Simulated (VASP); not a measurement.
Crystal: Ta.

```
Ta
1.0
    -1.65128    1.65128    1.65128
     1.65128   -1.65128    1.65128
     1.65128    1.65128   -1.65128
Ta
1
Direct
  0.00000 0.00000 0.00000
```

| Property | Result |
| --- | --- |
| Program | VASP 6.6.1 |
| Task | relaxation of cell and atoms |
| Functional | PBEsol |
| Potentials or basis | VASP PAW PBE potentials, release 64 (Ta_pv) |
| Cutoff | 600 eV |
| k mesh | 18 × 18 × 18 |
| Occupations | gaussian, width 0.1 eV |
| Spin | no spin polarisation |

At the start: pressure -3.8 GPa; volume 18.01 Å³/atom.

Problem. How do energy, volume and symmetry change on relaxing?

Solution. Over 4 steps the energy falls by 4.1 meV/atom and the volume is 17.67 Å³/atom (-1.9 %); space group Im-3m (No. 229, to 0.05 Å).

The path:
```tsv
step	energy change (eV)	largest force (eV/Å)	pressure (GPa)	volume (Å³)
1	0.0000	0.0000	-3.79	18.01
2	0.0179	0.0000	9.84	16.92
3	-0.0041	0.0000	-0.06	17.67
4	-0.0041	0.0000	0.01	17.67
```

Final structure:
```
Ta
1.0
    -1.64072    1.64072    1.64072
     1.64072   -1.64072    1.64072
     1.64072    1.64072   -1.64072
Ta
1
Direct
  0.00000 0.00000 0.00000
```

Caveat: the PAW data sets were made with another functional, which shifts forces and pressure a little.
